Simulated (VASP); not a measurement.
**Rh: single point with r2SCAN**

Rh:

```
CELL_PARAMETERS angstrom
2.73068 0.00000 0.00000
-1.36534 2.36484 0.00000
0.00000 0.00000 4.17467
ATOMIC_POSITIONS crystal
Rh 0.66667 0.33333 0.75000
Rh 0.33333 0.66667 0.25000
```

This cell differs from its parent crystal: uniaxial strain along c: -4.0 %.

```json
{"Program": "VASP 6.6.1", "Task": "single point", "Functional": "r2SCAN", "Potentials or basis": "VASP PAW PBE potentials, release 64 (Rh_pv)", "Cutoff": "520 eV", "k mesh": "24 × 24 × 12", "Occupations": "gaussian, width 0.1 eV", "Spin": "no spin polarisation", "Dipole correction": "no", "Further INCAR settings": "ALGO = Normal; EDIFF = 1e-06; NBANDS = 22"}
```

```json
{
  "Pressure": "8.8 GPa",
  "Band gap on the k mesh": "zero (bands 15 and 16 overlap by 2.37 eV)"
}
```

Stress tensor (GPa, compression positive):
```
 3.58  0.00  0.00
 0.00  3.58  0.00
 0.00  0.00 19.21
```

Levels at points of the mesh, in eV from the Fermi level:
```tsv
k point	band 11	band 12	band 13	band 14	band 15	band 16	band 17	band 18	band 19	band 20
(0.00, 0.00, 0.00)	-2.89	-2.64	-2.64	-2.50	-2.50	0.11	0.11	1.48	10.12	16.28
(0.50, 0.00, 0.00)	-2.64	-2.47	-2.16	0.13	0.57	0.85	3.08	5.29	11.20	12.05
(0.00, 0.00, 0.50)	-3.58	-3.58	-3.17	-3.17	-0.46	-0.46	-0.46	-0.46	15.75	15.75
(0.50, 0.00, 0.50)	-2.04	-2.04	-0.38	-0.38	0.41	0.41	2.82	2.82	9.88	9.88
```

Wall time 14 min on 1 thread of Intel Xeon 8259CL (shared host), peak memory 0.3 GiB.

Caveat: the cell differs from its parent crystal (uniaxial strain along c: -4.0 %); the stress differs along the axes, from 4 to 19 GPa; the PAW data sets were made with another functional, which shifts forces and pressure a little.
